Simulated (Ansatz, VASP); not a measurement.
# One calculation of Cr, two programs

Contents of INCAR:

```
AGGAC = 1.0
AGGAX = 1.0
ALDAC = 0.0
ALDAX = 1.0
ALGO = Normal
EDIFF = 1E-6
ENCUT = 520
GGA = B5
ISIF = 2
ISMEAR = -1
LASPH = T
LCHARG = F
LREAL = F
LWAVE = F
NBANDS = 25
NELM = 100
PREC = Accurate
SIGMA = 0.1
```

KPOINTS

```
k-points
0
Gamma
  10 10 15
```

The input POSCAR:

```
Cr
1.0
    4.4556255598      0.0000000000      0.0000000000
   -2.2278127799      3.8586849245      0.0000000000
    0.0000000000      0.0000000000      2.3951930015
Cr
3
Direct
    1.0000000000      0.0000000000      0.0000000000
    0.3333333333      0.6666666667      0.5000000000
    0.6666666667      0.3333333333      0.5000000000
```

Input for Ansatz:

```yaml
crystal:
  lattice:
    - [4.4556255598, 0.0, 0.0]
    - [-2.2278127799, 3.8586849245, 0.0]
    - [0.0, 0.0, 2.3951930015]
  atoms:
    - { symbol: Cr, position: [1.0, 0.0, 0.0] }
    - { symbol: Cr, position: [0.3333333333, 0.6666666667, 0.5] }
    - { symbol: Cr, position: [0.6666666667, 0.3333333333, 0.5] }
hamiltonian:
  xc: blyp
  pseudopotentials:
    kind: paw
    azcp:
      Cr: "pseudopotentials/Cr.paw.azcp"
basis:
  ecutwfc: 420
  fft_grid_basis: typed
kpoints:
  mp_grid: { grid: [10, 10, 15], shift: [0, 0, 0] }
magnetization:
  spin_polarized: false
scf:
  occupations: { method: fermi_dirac, width: 0.1 }
  lower_state_search: "off"
output:
  stress: true
```

Alike in both runs: task single point; functional BLYP; k mesh 10 × 10 × 15; occupations fermi-dirac, width 0.1 eV; no spin polarisation.

|  | VASP | Ansatz |
| --- | --- | --- |
| version | VASP 6.6.1 | Ansatz 0.2.0 |
| potentials or method | VASP PAW PBE potentials, release 64 (Cr_pv), cutoff 520 eV | plane waves (420 eV) with PAW, scalar-relativistic |
| valence electrons in the cell | 36 | 42 |

```tsv
	VASP	Ansatz	Ansatz less VASP
pressure (GPa)	-19.0	-19.0	+0.07
traceless stress, the component that is largest in VASP (GPa)	-0.92	-0.83	+0.089
```

VASP's potentials were made for PBE, not for BLYP. VASP's potentials hold 36 valence electrons a cell and Ansatz's 42, so a difference there can come from the potentials and not from the codes.
